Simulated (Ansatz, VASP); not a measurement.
**One calculation of SiN, two programs**

```
CELL_PARAMETERS angstrom
-1.47481 1.47481 2.30347
1.47481 -1.47481 2.30347
1.47481 1.47481 -2.30347
ATOMIC_POSITIONS crystal
Si 0.41753 0.41753 0.00000
N 0.01047 0.01047 0.00000
```

Change from the starting cell: species swapped into the SnP type (I4mm, No. 107).

Alike in both runs: functional PBE; k mesh 9 × 9 × 9; occupations gaussian, width 0.2 eV; no spin polarisation.

Ansatz relaxed the structure, and its values are those at the end. VASP's run is a single point on that final structure, the one shown.

```csv
,VASP,Ansatz
version,VASP 6.6.1,Ansatz 0.2.0
potentials or method,"VASP PAW PBE potentials, release 64 (Si, N), cutoff 600 eV","scalar-relativistic, plane waves, PAW"
valence electrons in the cell,9,9
```

Ansatz gave:

* gap on the k mesh at the Fermi level (eV): none
* pressure (GPa): -0.6
* rms of the force components (eV/Å): 0.003

Q: Estimate VASP's values.

A: gap on the k mesh at the Fermi level (eV): none; pressure (GPa): -0.8; rms of the force components (eV/Å): 0.002.

A gap of «none» marks a metal or a gap that the smearing closes.
